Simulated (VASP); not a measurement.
Set up this calculation in VASP 6.6.1, as the native input.

- Task: single point
- Functional: PBEsol
- Potentials or basis: VASP PAW PBE potentials, release 64 (C)
- Cutoff: 520 eV
- k mesh: 12 × 12 × 12
- Occupations: fermi-dirac, width 0.05 eV
- Spin: no spin polarisation
- Dipole correction: no
- Further INCAR settings: ALGO = Normal; EDIFF = 1e-06; NBANDS = 11

The structure of C lies in POSCAR:

```
C
1.0
    1.2299760195      0.7101269876      3.3523188713
   -1.2299760195      0.7101269876      3.3523188713
    0.0000000000     -1.4202539703      3.3523188724
C
2
Direct
    0.8334147532      0.8334147532      0.8334147532
    0.1665852468      0.1665852468      0.1665852468
```

These files were run (other wordings do the same):

INCAR

```
PREC = Accurate ; ENCUT = 520
EDIFF = 1E-6 ; ISMEAR = -1
SIGMA = 0.05 ; LREAL = F
LASPH = T ; NELM = 80
ALGO = Normal ; ISIF = 2
LWAVE = F ; LCHARG = T
GGA = PS ; LELF = T
LVHAR = T ; NBANDS = 11
```

KPOINTS

```
Automatic mesh
0
Gamma
  12 12 12
```

Potentials or basis: VASP PAW PBE potentials, release 64 (C).

The run is started by

```console
$ cat potpaw_PBE.64/C/POTCAR > POTCAR
$ mpirun -np 1 vasp_std > vasp.out
```

Results of the run:

| Property | Result |
| --- | --- |
| Pressure | 0.7 GPa |
| Band gap on the k mesh | 0.67 eV, direct |

Caveat: the PAW data sets were made with another functional, which shifts forces and pressure a little.

Wall time 45 s on 1 thread of Intel(R) Xeon(R) Platinum 8375C CPU @ 2.90GHz (Ice Lake), with other jobs on the host, peak memory 0.16 GiB.
